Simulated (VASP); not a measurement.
# Sb in VASP: further runs, part 2 of 2

VASP 6.6.1.

## (4) Single point, r2SCAN (strain -0.5%)

POSCAR reads:

```
Sb
1.0
    5.1037682625      0.0000000000      0.0000000000
    0.0000000000      4.2188760407      0.0000000000
    0.0000000000      0.0000000000     29.0216962420
Sb
4
Direct
    0.0577054415      0.0000000000      0.3752020112
    0.4422945585      0.5000000000      0.3752020112
    0.5577054415      0.5000000000      0.2794806043
    0.9422945585      0.0000000000      0.2794806043
```

INCAR.step1 reads:

```
ALGO = Normal ; DIPOL = 0.5 0.5 0.327
EDIFF = 1E-4 ; ENCUT = 520
GGA = PE ; IDIPOL = 3
ISMEAR = 0 ; LASPH = T
LCHARG = F ; LDIPOL = T
LREAL = F ; LWAVE = T
NBANDS = 18 ; NELM = 80
PREC = Accurate ; SIGMA = 0.01
```

INCAR.step2 reads:

```
ALGO = Normal ; DIPOL = 0.5 0.5 0.327
EDIFF = 1E-6 ; ENCUT = 520
IDIPOL = 3 ; ISIF = 2
ISMEAR = 0 ; ISTART = 1
LASPH = T ; LCHARG = T
LDIPOL = T ; LELF = T
LMIXTAU = T ; LREAL = F
LVACPOTAV = T ; LVHAR = T
LWAVE = F ; METAGGA = R2SCAN
NBANDS = 18 ; NELM = 80
PREC = Accurate ; SIGMA = 0.01
```

KPOINTS reads:

```
k-points
0
Gamma
  6 6 1
```

Potentials or basis: VASP PAW PBE potentials, release 64 (Sb).

Command:

```console
cat potpaw_PBE.64/Sb/POTCAR > POTCAR
cp INCAR.step1 INCAR
mpirun -np 1 vasp_std > vasp.out
cp INCAR.step2 INCAR
mpirun -np 1 vasp_std > vasp.out
```

OUTCAR:

```text
EDIFF = 1E-6
   ENCUT = 520
   ISIF = 2
   ISMEAR = 0
   ISTART = 1
   LASPH = T
   LREAL = F
   METAGGA = R2SCAN
   NELM = 80
   PREC = Accurate

 ion  position               nearest neighbor table
   1  0.058  0.000  0.375-   4 2.84   2 2.88   2 2.88   2 3.78   2 3.78
   2  0.442  0.500  0.375-   3 2.84   1 2.88   1 2.88   1 3.78   1 3.78
   3  0.558  0.500  0.279-   2 2.84   4 2.88   4 2.88   4 3.78   4 3.78
   4  0.942  0.000  0.279-   1 2.84   3 2.88   3 2.88   3 3.78   3 3.78

  LATTYP: Found a simple orthorhombic cell.
 ALAT       =     4.2188760407
 B/A-ratio  =     1.2097459639
 C/A-ratio  =     6.8790113675

  Lattice vectors:

 A1 = (   0.0000000000,  -4.2188760407,   0.0000000000)
 A2 = (   5.1037682625,   0.0000000000,   0.0000000000)
 A3 = (   0.0000000000,   0.0000000000,  29.0216962420)

Analysis of symmetry for initial positions (statically):
=====================================================================
 Subroutine PRICEL returns:
 Original cell was already a primitive cell.

[... 174 lines left out ...]
 cond. band min:      -1.5524805865   @ k =   0.0000   0.0000   0.0000
 fundamental gap:      0.6144001659
 Fermi energy:        -2.1002686386

 k-point     1 :       0.0000    0.0000    0.0000
  band No.  band energies     occupation
      1     -14.6079      2.00000
      2     -12.7242      2.00000
      3     -10.2537      2.00000
      4      -7.6063      2.00000
      5      -6.3068      2.00000
      6      -5.6213      2.00000
[... 313 lines left out ...]
      5      -6.5483      2.00000
      6      -6.5483      2.00000
[... 10 lines left out ...]
     17       3.6245      0.00000
     18       3.6245      0.00000

------------------------ aborting loop because EDIFF is reached ----------------------------------------

 vacuum level on the upper side and lower side of the slab       (xc-potential included)        -0.046        -0.046

  FORCE on cell =-STRESS in cart. coord.  units (eV):
  Direction    XX          YY          ZZ          XY          YZ          ZX
  --------------------------------------------------------------------------------------
  -------------------------------------------------------------------------------------
  Total        0.3530332      0.6135173      0.3892469      0.0000000      0.0000000      0.0000000
  in kB        0.9051397      1.5729933      0.9979877      0.0000000      0.0000000      0.0000000
  external PRESSURE =       1.1587069 kB  Pullay stress =       0.0000000 kB

 VOLUME and BASIS-vectors are now :
 -----------------------------------------------------------------------------
  energy-cutoff  :      520.00
  volume of cell :      624.90
      direct lattice vectors                 reciprocal lattice vectors
     5.103768263  0.000000000  0.000000000     0.195933661  0.000000000  0.000000000
     0.000000000  4.218876041  0.000000000     0.000000000  0.237029955  0.000000000
     0.000000000  0.000000000 29.021696242     0.000000000  0.000000000  0.034456980

 POSITION                                       TOTAL-FORCE (eV/Angst)
 -----------------------------------------------------------------------------------
      0.29452      0.00000     10.88900        -0.026066      0.000000      0.071222
      2.25737      2.10944     10.88900         0.026066      0.000000      0.071222
      2.84640      2.10944      8.11100        -0.026066     -0.000000     -0.071222
      4.80925      0.00000      8.11100         0.026066      0.000000     -0.071222
 -----------------------------------------------------------------------------------
    total drift:                               -0.000000     -0.000000     -0.000026

  FREE ENERGIE OF THE ION-ELECTRON SYSTEM (eV)
  ---------------------------------------------------
  free  energy   TOTEN  =      -102.3732312810 eV

  energy  without entropy=     -102.3732312810  energy(sigma->0) =     -102.37323128

 vacuum level on the upper side and lower side of the slab         2.149         2.149
```

OUTCAR.step1:

```text
EDIFF = 1E-4
   ENCUT = 520
   GGA = PE
   ISMEAR = 0
   LASPH = T
   LREAL = F
   NELM = 80
[... 561 lines left out ...]
      2.84640      2.10944      8.11100        -0.225174     -0.000000     -0.218910
      4.80925      0.00000      8.11100         0.225174      0.000000     -0.218910
 -----------------------------------------------------------------------------------
    total drift:                               -0.000000      0.000000     -0.000758

  FREE ENERGIE OF THE ION-ELECTRON SYSTEM (eV)
  ---------------------------------------------------
  free  energy   TOTEN  =       -16.1307113094 eV

  energy  without entropy=      -16.1307113094  energy(sigma->0) =      -16.13071131

 vacuum level on the upper side and lower side of the slab         1.931         2.083
```

It took 25 min on 1 thread of Intel Xeon 8259CL, shared host; peak memory 0.71 GiB.

What came out:

```yaml
Free_energy: -102.3732 eV
Largest_force: 0.076 eV/Å
Band_gap_on_the_k_mesh: 0.61 eV (least direct gap 0.83 eV)
Ionisation_potential_of_the_upper_face: 4.32 eV
```

Forces in eV/Å, atoms in the order of the input:
```
Sb  -0.026  0.000  0.071
Sb   0.026  0.000  0.071
Sb  -0.026  0.000 -0.071
Sb   0.026  0.000 -0.071
```

Levels at points of the mesh, in eV from the valence-band top:
```csv
k point,band 6,band 7,band 8,band 9,band 10,band 11,band 12,band 13,band 14,band 15
"(0.00, 0.00, 0.00)",-3.45,-2.68,-1.72,-1.25,-0.21,0.61,2.04,2.39,2.84,4.15
"(0.50, 0.00, 0.00)",-2.55,-1.63,-1.63,-0.52,-0.52,1.35,1.35,2.16,2.16,2.54
"(0.00, 0.50, 0.00)",-2.97,-2.01,-2.01,-1.71,-1.71,1.11,1.11,1.32,1.32,2.55
"(0.50, 0.50, 0.00)",-4.38,-3.56,-3.56,-1.60,-1.60,2.36,2.36,4.18,4.18,4.82
```

Caveat: the cell differs from its parent crystal (strain -0.5%); the PAW data sets were made with another functional, which shifts forces and pressure a little; spin-orbit coupling is left out, which moves the levels of the heavy elements.

## (5) Overview

| level | potentials or basis | cell | cutoff (eV) | smearing | gap on the mesh (eV) | largest force (eV/Å) |
| --- | --- | --- | --- | --- | --- | --- |
| PBE | VASP PAW PBE potentials, release 64 (Sb_d_GW) | a = 5.206, b = 4.240, c = 29.022 Å, 4 atoms, uniaxial x strain +1.5% | 400 | fermi-dirac 0.02 eV | 0.64 | 0.25 |
| PBE | VASP PAW PBE potentials, release 64 (Sb_d_GW) | a = 5.104, b = 4.219, c = 29.022 Å, 4 atoms, strain -0.5% | 400 | fermi-dirac 0.02 eV | - | 0.26 |
| r2SCAN | VASP PAW PBE potentials, release 64 (Sb) | a = 5.104, b = 4.219, c = 29.022 Å, 4 atoms, strain -0.5% | 520 | gaussian 0.01 eV | 0.61 | 0.08 |

Alike in all rows: task single point; no spin polarisation; k mesh 6 × 6 × 1.

Caveats: spin-orbit coupling is left out, which moves the levels of the heavy elements; the PAW data sets were made with another functional, which shifts forces and pressure a little (at least some runs).

Absolute energies hang on the potentials; compare differences alone.
